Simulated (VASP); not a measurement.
Crystal: InP.

```
In P
1.0
     0.00000    2.98003    2.98003
     2.98003    0.00000    2.98003
     2.98003    2.98003    0.00000
In P
1 1
Direct
  0.00000 0.00000 0.00000
  0.25000 0.25000 0.25000
```

* Program: VASP 6.6.1
* Task: relaxation of cell and atoms
* Functional: PBE
* Dispersion: D3(BJ)
* Potentials or basis: VASP PAW PBE potentials, release 64 (In_d, P)
* Cutoff: 600 eV
* k mesh: 10 × 10 × 10
* Occupations: gaussian, width 0.02 eV
* Spin: no spin polarisation

At the start: pressure -2.0 GPa; volume 26.46 Å³/atom.

**Question.** Where does the relaxation end?

**Answer.** Over 3 steps the energy falls by 5.8 meV/atom and the volume is 25.58 Å³/atom (-3.3 %); space group F-43m (No. 216, to 0.05 Å).

The path:
```csv
step,energy change (eV),largest force (eV/Å),pressure (GPa),volume (Å³)
1,0.0000,0.0000,-2.05,52.93
2,-0.0091,0.0000,1.06,50.38
3,-0.0116,0.0000,-0.01,51.17
```

Final structure:
```
In P
1.0
     0.00000    2.94662    2.94662
     2.94662    0.00000    2.94662
     2.94662    2.94662    0.00000
In P
1 1
Cartesian
  0.0000 0.0000 0.0000
  1.4733 1.4733 1.4733
```
